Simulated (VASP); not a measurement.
Write the native input for VASP 6.6.1 that does the following.

| Property | Result |
| --- | --- |
| Task | single point |
| Functional | PBE |
| Potentials or basis | VASP PAW PBE potentials, release 64 (Sr_sv) |
| Cutoff | 520 eV |
| k mesh | 16 × 16 × 16 |
| Occupations | gaussian, width 0.15 eV |
| Spin | no spin polarisation |
| Dipole correction | no |
| Further INCAR settings | ALGO = Normal; EDIFF = 1e-07; NBANDS = 11 |

The structure of Sr lies in POSCAR:

```
Sr
1.0
    1.6098098635      4.0245246587      4.0245246587
    4.0245246587      1.6098098635      4.0245246587
    4.0245246587      4.0245246587      1.6098098635
Sr
1
Direct
    0.0000000000      0.0000000000      0.0000000000
```

This cell differs from its parent crystal: ratio of the length along [111] to the lengths across it x 2.0, volume and fractional coordinates fixed.

One way to write it, as run:

INCAR

```
PREC = Accurate ; ENCUT = 520
EDIFF = 1E-7 ; ISMEAR = 0
SIGMA = 0.15 ; LREAL = False
LASPH = True ; NELM = 100
ALGO = Normal ; ISIF = 2
LWAVE = False ; LCHARG = False
GGA = PE ; NBANDS = 11
```

KPOINTS

```
regular mesh
0
Gamma
  16 16 16
```

Potentials or basis: VASP PAW PBE potentials, release 64 (Sr_sv).

Command:

```bash
$ cat potpaw_PBE.64/Sr_sv/POTCAR > POTCAR
$ mpirun -np 1 vasp_std > vasp.out
```

It gave:

| Quantity | Value |
| --- | --- |
| Pressure | 6.0 GPa |
| Band gap on the k mesh | zero (band 5 reaches 2.32 eV, above the bottom of band 6 at 0.46 eV) |

It took 9.2 min on 1 thread of Intel(R) Xeon(R) Platinum 8259CL CPU @ 2.50GHz (Skylake/Cascade Lake), on a shared host, peak memory 0.5 GiB.
